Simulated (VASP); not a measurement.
**Tl: single point with PBEsol**

Crystal: Tl.

```xyz
2
Lattice="3.0417 0.0000 0.0000 -1.5209 2.6342 0.0000 0.0000 0.0000 5.1213" Properties=species:S:1:pos:R:3 pbc="T T T"
Tl    1.5209    0.8781    3.8410
Tl    0.0000    1.7561    1.2803
```

```
Program             : VASP 6.6.1
Task                : single point
Functional          : PBEsol
Potentials or basis : VASP PAW PBE potentials, release 64 (Tl_d)
Cutoff              : 520 eV
k mesh              : 9 × 9 × 5
Occupations         : fermi-dirac, width 0.05 eV
Spin                : no spin polarisation
```

| Property | Result |
| --- | --- |
| Pressure | 30.0 GPa |
| Band gap on the k mesh | zero (bands 13 and 14 overlap by 4.89 eV) |

Levels at points of the mesh, in eV from the Fermi level:
```tsv
k point	band 9	band 10	band 11	band 12	band 13	band 14	band 15	band 16	band 17	band 18
(0.00, 0.00, 0.00)	-11.96	-11.36	-11.36	-5.61	-4.89	10.85	11.08	11.08	11.23	12.34
```

It took 13 s on 1 thread of Intel(R) Xeon(R) Platinum 8488C (Sapphire Rapids), on a shared host, peak memory 0.17 GiB.

Caveat: the cell stands under pressure; the PAW data sets were made with another functional, which shifts forces and pressure a little; spin-orbit coupling is left out, which moves the levels of the heavy elements.
